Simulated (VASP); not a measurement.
# SiO2 (P4_2/mnm) in VASP: a series of runs

The runs below take SiO2 through single point, with PBE.

Program: VASP 6.6.1. These are calculated values, not measurements. Logs are shortened: lines on timing, memory, paths and dates and some standing lists are left out, and cuts for length are marked.

### Step 1. The cell of the first run

The structure is tetragonal, space group P4_2/mnm (No. 136). Conventional cell: a = 4.194 Å, b = 4.194 Å, c = 2.744 Å, α = 90.00°, β = 90.00°, γ = 90.00°. Si (site symmetry mmm) has 6 O at 1.79 to 1.82 Å within 2.4 Å. Within 2.4 Å of O (site symmetry m2m) lie 3 Si at 1.79 to 1.82 Å and 1 O at 2.29 Å.

### Step 2. Single point, PBE (8.04 Å³/atom)

INCAR reads:

```
SYSTEM = SiO2
  PREC = Accurate
  ENCUT = 520
  EDIFF = 1E-6
  ISMEAR = 0
  SIGMA = 0.05
  LREAL = .FALSE.
  LASPH = .TRUE.
  NELM = 60
  ALGO = Normal
  ISIF = 2
  LWAVE = .FALSE.
  LCHARG = .FALSE.
  GGA = PE
  NBANDS = 25
```

KPOINTS reads:

```
regular mesh
0
G
  6 6 10
  0 0 0
```

POSCAR reads:

```
SiO2
1.0
    4.1935954769      0.0000000000      0.0000000000
    0.0000000000      4.1935954769      0.0000000000
    0.0000000000      0.0000000000      2.7442888801
Si O
2 4
Direct
    0.5000000000      0.5000000000      0.5000000000
    0.0000000000      0.0000000000      0.0000000000
    0.6930127928      0.6930127928      0.0000000000
    0.1930127928      0.8069872072      0.5000000000
    0.3069872072      0.3069872072      0.0000000000
    0.8069872072      0.1930127928      0.5000000000
```

Potentials or basis: VASP PAW PBE potentials, release 64 (Si, O).

Launch:

```sh
cat potpaw_PBE.64/Si/POTCAR potpaw_PBE.64/O/POTCAR > POTCAR
mpirun -np 1 vasp_std > vasp.out
```

OUTCAR:

```text
SYSTEM = SiO2
   PREC = Accurate
   ENCUT = 520
   EDIFF = 1E-6
   ISMEAR = 0
   LREAL = .FALSE.
   LASPH = .TRUE.
   NELM = 60
   ISIF = 2
   GGA = PE

 ion  position               nearest neighbor table
   1  0.500  0.500  0.500-   3 1.79   5 1.79   3 1.79   5 1.79   4 1.82   6 1.82
   2  0.000  0.000  0.000-   4 1.79   6 1.79   4 1.79   6 1.79   5 1.82   3 1.82
   3  0.693  0.693  0.000-   1 1.79   1 1.79   2 1.82
   4  0.193  0.807  0.500-   2 1.79   2 1.79   1 1.82
   5  0.307  0.307  0.000-   1 1.79   1 1.79   2 1.82
   6  0.807  0.193  0.500-   2 1.79   2 1.79   1 1.82

  LATTYP: Found a simple tetragonal cell.
 ALAT       =     4.1935954769
 C/A-ratio  =     0.6544000000

  Lattice vectors:

 A1 = (   4.1935954769,   0.0000000000,   0.0000000000)
 A2 = (   0.0000000000,   4.1935954769,   0.0000000000)
 A3 = (   0.0000000000,   0.0000000000,   2.7442888801)

Analysis of symmetry for initial positions (statically):
=====================================================================
 Subroutine PRICEL returns:
 Original cell was already a primitive cell.

 Routine SETGRP: Setting up the symmetry group for a
 simple tetragonal supercell.

 Subroutine GETGRP returns: Found 16 space group operations
 (whereof  8 operations were pure point group operations)
 out of a pool of 16 trial point group operations.

The static configuration has the point symmetry D_2h.
 The point group associated with its full space group is D_4h.

Analysis of symmetry for dynamics (positions and initial velocities):
=====================================================================
 Subroutine PRICEL returns:
 Original cell was already a primitive cell.

 Routine SETGRP: Setting up the symmetry group for a
 simple tetragonal supercell.

 Subroutine GETGRP returns: Found 16 space group operations
 (whereof  8 operations were pure point group operations)
 out of a pool of 16 trial point group operations.

The dynamic configuration has the point symmetry D_2h.
 The point group associated with its full space group is D_4h.

 Subroutine INISYM returns: Found 16 space group operations
 (whereof  8 operations are pure point group operations),
 and found     1 'primitive' translations

----------------------------------------------------------------------------------------

                                     Primitive cell
[... 95 lines left out ...]
   LSORBIT =      F    spin-orbit coupling
   LASPH  =      T    aspherical Exc in radial PAW
   ENCUT  =  520.0 eV  38.22 Ry    6.18 a.u.   7.80  7.80  5.10*2*pi/ulx,y,z
   NELM   =     60;   NELMIN=  2; NELMDL= -5     # of ELM steps
   EDIFF  = 0.1E-05   stopping-criterion for ELM
   LREAL  =      F    real-space projection
   EDIFFG = 0.1E-04   stopping-criterion for IOM
   NSW    =      0    number of steps for IOM
   IBRION =     -1    ionic relax: 0-MD 1-quasi-New 2-CG
   NFREE  =      0    steps in history (QN), initial steepest desc. (CG)
   ISIF   =      2    stress and relaxation
   ISYM   =      2    0-nonsym 1-usesym 2-fastsym
   POTIM  = 0.5000    time-step for ionic-motion
   TEBEG  =    0.0;   TEEND  =   0.0 temperature during run
   PSTRESS=    0.0 pullay stress
   NELECT =      32.0000    total number of electrons
   NUPDOWN=      -1.0000    fix difference up-down
   EMIN   =  10.00;   EMAX   =-10.00  energy-range for DOS
   EFERMI =   0.00;   METHOD = LEGACY
   ISMEAR =     0;   SIGMA  =   0.05  broadening in eV -4-tet -1-fermi 0-gaus
   EFERMI_NEDOS =   21; number of points for ismear=-14 and -15
   IALGO  =     38    algorithm
   IMIX   =      4    mixing-type and parameters
     AMIX     =   0.40;   BMIX     =  1.00
     AMIX_MAG =   1.60;   BMIX_MAG =  1.00
  volume/ion in A,a.u.               =       8.04        54.28
  Fermi-wavevector in a.u.,A,eV,Ry     =   1.427547  2.697673 27.727197  2.037891
  Thomas-Fermi vector in A             =   2.547705
   LORBIT       =      0    0 simple, 1 ext, 2 COOP (PROOUT), +10 PAW based schemes
   GGA     = PE    functional components
   LHFCALC =     F    Hartree Fock is set to
   AEXX    =    0.0000 exact exchange contribution
   IVDW    =     0    specifies the selected vdW correction
   LEPSILON=     F    determine dielectric tensor
   LRPA    =     F    only Hartree local field effects (RPA)
 non-spin polarized calculation
 Gauss-broadening in eV      SIGMA  =   0.05
  energy-cutoff  :      520.00
  volume of cell :       48.26
 maximum number of plane-waves:      1320
 NGX is ok and might be reduce to    32
   NGX = 15   NGY = 15   NGZ = 11

 number of electron      31.9999989 magnetization

 Free energy of the ion-electron system (eV)
  ---------------------------------------------------
  ext. energy  EPLUGINS =         0.00000000
  ---------------------------------------------------
  free energy    TOTEN  =       -46.28190661 eV

  energy without entropy =      -46.28190661  energy(sigma->0) =      -46.28190661

 E-fermi :   8.0371     XC(G=0): -12.0951

 val. band max:        7.7770198235   @ k =   0.0000   0.0000   0.0000
 cond. band min:      12.6828712979   @ k =   0.0000   0.0000   0.0000
 fundamental gap:      4.9058514744
 Fermi energy:         8.0371407238

 k-point     1 :       0.0000    0.0000    0.0000
  band No.  band energies     occupation
      1     -14.4154      2.00000
      2     -10.8932      2.00000
      3     -10.8932      2.00000
      4     -10.6850      2.00000
      5      -2.8329      2.00000
      6       1.6859      2.00000
[... 661 lines left out ...]
     24      20.0008      0.00000
     25      21.6769      0.00000

 [... further k-points ...]
[... 5 lines left out ...]
  --------------------------------------------------------------------------------------
  -------------------------------------------------------------------------------------
  Total        0.9056027      0.9056027     -2.7435911     -0.0000000      0.0000000      0.0000000
  in kB       30.0639040     30.0639040    -91.0808480     -0.0000000      0.0000000      0.0000000
  external PRESSURE =     -10.3176800 kB  Pullay stress =       0.0000000 kB

 VOLUME and BASIS-vectors are now :
 -----------------------------------------------------------------------------
  energy-cutoff  :      520.00
  volume of cell :       48.26
      direct lattice vectors                 reciprocal lattice vectors
     4.193595477  0.000000000  0.000000000     0.238458861  0.000000000  0.000000000
     0.000000000  4.193595477  0.000000000     0.000000000  0.238458861  0.000000000
     0.000000000  0.000000000  2.744288880     0.000000000  0.000000000  0.364393125

 POSITION                                       TOTAL-FORCE (eV/Angst)
 -----------------------------------------------------------------------------------
      2.09680      2.09680      1.37214        -0.000000     -0.000000      0.000000
      0.00000      0.00000      0.00000        -0.000000     -0.000000      0.000000
      2.90622      2.90622      0.00000         0.158742      0.158742      0.000000
      0.80942      3.38418      1.37214         0.158742     -0.158742     -0.000000
      1.28738      1.28738      0.00000        -0.158742     -0.158742     -0.000000
      3.38418      0.80942      1.37214        -0.158742      0.158742      0.000000
 -----------------------------------------------------------------------------------
    total drift:                                0.000000      0.000000     -0.000000

  FREE ENERGIE OF THE ION-ELECTRON SYSTEM (eV)
  ---------------------------------------------------
  free  energy   TOTEN  =       -46.2819066070 eV

  energy  without entropy=      -46.2819066070  energy(sigma->0) =      -46.28190661
```

OSZICAR:

```text
N       E                     dE             d eps       ncg     rms          rms(c)
DAV:   1     0.135120421626E+03    0.13512E+03   -0.17556E+04  3016   0.123E+03
DAV:   2    -0.438930832482E+02   -0.17901E+03   -0.17150E+03  3844   0.277E+02
DAV:   3    -0.508350511481E+02   -0.69420E+01   -0.69108E+01  3970   0.519E+01
DAV:   4    -0.508793325110E+02   -0.44281E-01   -0.44268E-01  3509   0.483E+00
DAV:   5    -0.508796923915E+02   -0.35988E-03   -0.35979E-03  3998   0.414E-01    0.169E+01
DAV:   6    -0.462119220618E+02    0.46678E+01   -0.13196E+01  3759   0.244E+01    0.762E+00
DAV:   7    -0.462620748837E+02   -0.50153E-01   -0.75801E-01  3711   0.494E+00    0.285E+00
DAV:   8    -0.462750572429E+02   -0.12982E-01   -0.26035E-02  3804   0.138E+00    0.109E+00
DAV:   9    -0.462817164859E+02   -0.66592E-02   -0.97528E-03  3730   0.830E-01    0.258E-01
DAV:  10    -0.462819342006E+02   -0.21771E-03   -0.59159E-04  3833   0.168E-01    0.488E-02
DAV:  11    -0.462819056747E+02    0.28526E-04   -0.10378E-04  3842   0.728E-02    0.868E-03
DAV:  12    -0.462819066070E+02   -0.93226E-06   -0.61369E-06  3687   0.174E-02
   1 F= -.46281907E+02 E0= -.46281907E+02  d E =-.137989E-15
```

Run time: 22 s. Hardware: 1 thread of AMD EPYC 9R45 (Zen 5), shared host; peak memory 0.15 GiB.

Results:

```yaml
Free_energy: -46.2819 eV
Pressure: -1.0 GPa
Largest_force: 0.224 eV/Å
Band_gap_on_the_k_mesh: 4.91 eV
```

Forces on the atoms (eV/Å):
```
Si   0.000  0.000  0.000
Si   0.000  0.000  0.000
O    0.159  0.159  0.000
O    0.159 -0.159  0.000
O   -0.159 -0.159  0.000
O   -0.159  0.159  0.000
```

Levels at points of the mesh, in eV from the valence-band top:
| k point | band 12 | band 13 | band 14 | band 15 | band 16 | band 17 | band 18 | band 19 | band 20 | band 21 |
| --- | --- | --- | --- | --- | --- | --- | --- | --- | --- | --- |
| (0.00, 0.00, 0.00) | -3.16 | -2.62 | -0.82 | -0.82 | 0.00 | 4.91 | 6.17 | 7.90 | 7.90 | 11.02 |
| (0.50, 0.00, 0.00) | -3.68 | -2.72 | -2.72 | -1.01 | -1.01 | 7.07 | 7.07 | 8.50 | 8.50 | 11.05 |
| (0.50, 0.50, 0.00) | -3.29 | -2.61 | -2.61 | -2.07 | -2.07 | 6.75 | 6.75 | 9.46 | 9.46 | 13.03 |
| (0.00, 0.00, 0.50) | -4.41 | -2.96 | -2.96 | -2.55 | -2.55 | 8.68 | 8.68 | 12.29 | 12.29 | 12.47 |
| (0.50, 0.00, 0.50) | -3.79 | -2.14 | -2.14 | -1.65 | -1.65 | 8.49 | 8.49 | 9.68 | 9.68 | 12.14 |
| (0.50, 0.50, 0.50) | -4.27 | -1.66 | -1.66 | -1.45 | -1.45 | 6.89 | 6.89 | 10.80 | 10.80 | 11.66 |

Caveat: the stress differs along the axes, from -9 to 3 GPa. A k mesh can miss the band edges.

### Step 3. Single point, PBE (8.04 Å³/atom)

INCAR reads:

```
SYSTEM = SiO2
ALGO = Normal ; EDIFF = 1E-6
ENCUT = 520 ; GGA = PE
ISIF = 2 ; ISMEAR = 0
LASPH = .True. ; LCHARG = .False.
LREAL = .False. ; LWAVE = .False.
NBANDS = 25 ; NELM = 60
PREC = Accurate ; SIGMA = 0.05
```

KPOINTS reads:

```
k-points
0
Gamma
  6 6 10
  0 0 0
```

Edit POSCAR of step 2 so:

```diff
@@ -2,5 +2,5 @@
 1.0
-    4.1935954769      0.0000000000      0.0000000000
-    0.0000000000      4.1935954769      0.0000000000
-    0.0000000000      0.0000000000      2.7442888801
+    4.2787531231      0.0000000000      0.0000000000
+    0.0000000000      4.2787531231      0.0000000000
+    0.0000000000      0.0000000000      2.6361397991
 Si O
```

Potentials or basis: VASP PAW PBE potentials, release 64 (Si, O).

Launch:

```sh
cat potpaw_PBE.64/Si/POTCAR potpaw_PBE.64/O/POTCAR > POTCAR
mpirun -np 1 vasp_std > vasp.out
```

It took 24 s on 1 thread of AMD EPYC 9R45 (Zen 5), shared host; peak memory 0.15 GiB.

Results (log left out):

| Property | Result |
| --- | --- |
| Free energy | -46.2706 eV |
| Pressure | 2.0 GPa |
| Largest force | 0.193 eV/Å |
| Band gap on the k mesh | 5.14 eV |

Forces on the atoms (eV/Å):
```
Si   0.000  0.000  0.000
Si   0.000  0.000  0.000
O   -0.136 -0.136  0.000
O   -0.136  0.136  0.000
O    0.136  0.136  0.000
O    0.136 -0.136  0.000
```

Stress tensor (GPa, compression positive):
```
-2.94  0.00  0.00
 0.00 -2.94  0.00
 0.00  0.00 11.76
```

Levels at points of the mesh, in eV from the valence-band top:
```
           k point  band 12  band 13  band 14  band 15  band 16  band 17  band 18  band 19  band 20  band 21
(0.00, 0.00, 0.00)    -2.84    -2.34    -0.87    -0.87     0.00     5.14     7.11     8.70     8.70    11.06
(0.50, 0.00, 0.00)    -3.70    -2.47    -2.47    -1.07    -1.07     7.53     7.53     9.32     9.32    10.54
(0.50, 0.50, 0.00)    -2.94    -2.45    -2.45    -2.25    -2.25     7.29     7.29    10.14    10.14    12.31
(0.00, 0.00, 0.50)    -4.49    -2.76    -2.76    -2.56    -2.56     8.59     8.59    11.94    11.94    12.32
(0.50, 0.00, 0.50)    -3.79    -2.25    -2.25    -1.65    -1.65     8.39     8.39     9.20     9.20    12.11
(0.50, 0.50, 0.50)    -4.38    -1.78    -1.78    -1.46    -1.46     6.74     6.74    10.59    10.59    11.51
```

Caveat: the stress differs along the axes, from -3 to 12 GPa. A k mesh can miss the band edges.
